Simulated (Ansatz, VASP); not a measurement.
Two plane-wave programs on In6As

```
CELL_PARAMETERS angstrom
4.30000 2.48261 2.63333
-4.30000 2.48261 2.63333
0.00000 -4.96521 2.63333
ATOMIC_POSITIONS crystal
In 0.57143 0.28571 0.14286
In 0.42857 0.71429 0.85714
In 0.28571 0.14286 0.57143
In 0.71429 0.85714 0.42857
In 0.85714 0.42857 0.71429
In 0.14286 0.57143 0.28571
As 0.00000 0.00000 0.00000
```

Change from the starting cell: built by hand: ordered fcc 6:1 substitution (R-3, No. 148).

Alike in both runs: task relaxation of cell and atoms; functional PBE; k mesh 3 × 3 × 3; occupations gaussian, width 0.2 eV; no spin polarisation.

```csv
,VASP,Ansatz
version,VASP 6.6.1,Ansatz 0.2.0
potentials or method,"VASP PAW PBE potentials, release 64 (In_d, As), cutoff 600 eV","scalar-relativistic, plane waves, PAW"
valence electrons in the cell,83,93
```

|  | VASP | Ansatz | Ansatz less VASP |
| --- | --- | --- | --- |
| gap on the k mesh at the Fermi level, each at its own relaxed structure (eV) | none | none | - |
| relaxed volume (Å³/atom) | 27.61 | 27.25 | -0.361 |
| relaxed cell length with the largest relative difference (Å) | 6.068 | 6.040 | -0.0277 |

A gap of «none» marks a metal or a gap that the smearing closes. VASP's potentials hold 83 valence electrons a cell and Ansatz's 93, so a difference there can come from the potentials and not from the codes.

The k mesh is coarse, so the values compare programs but aren't converged.
